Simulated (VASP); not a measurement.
Here is a VASP 6.6.1 calculation.

File INCAR:

```
PREC = Accurate ; ENCUT = 520
EDIFF = 1E-6 ; ISMEAR = 0
SIGMA = 0.1 ; LREAL = F
LASPH = T ; NELM = 100
ALGO = Normal ; ISIF = 2
LWAVE = F ; LCHARG = F
GGA = PE ; NBANDS = 19
```

KPOINTS

```
Automatic mesh
0
Gamma
  6 6 6
```

Contents of POSCAR:

```
TaTl
1.0
    0.0000000000      3.1525345433      3.1525345433
    3.1525345433      0.0000000000      3.1525345433
    3.1525345433      3.1525345433      0.0000000000
Ta Tl
1 1
Direct
    0.0000000000      0.0000000000      0.0000000000
    0.7500000000      0.7500000000      0.7500000000
```

Potentials or basis: VASP PAW PBE potentials, release 64 (Ta_pv, Tl_d).

Command:

```sh
$ cat potpaw_PBE.64/Ta_pv/POTCAR potpaw_PBE.64/Tl_d/POTCAR > POTCAR
$ mpirun -np 1 vasp_std > vasp.out
```

Problem. Estimate the band gap on the k mesh.

Solution. Zero (band 12 reaches 3.94 eV, above the bottom of band 13 at 3.69 eV).

Problem. Predict the pressure.

Solution. -0.1 GPa.

Caveat: spin-orbit coupling is left out, which moves the levels of the heavy elements.
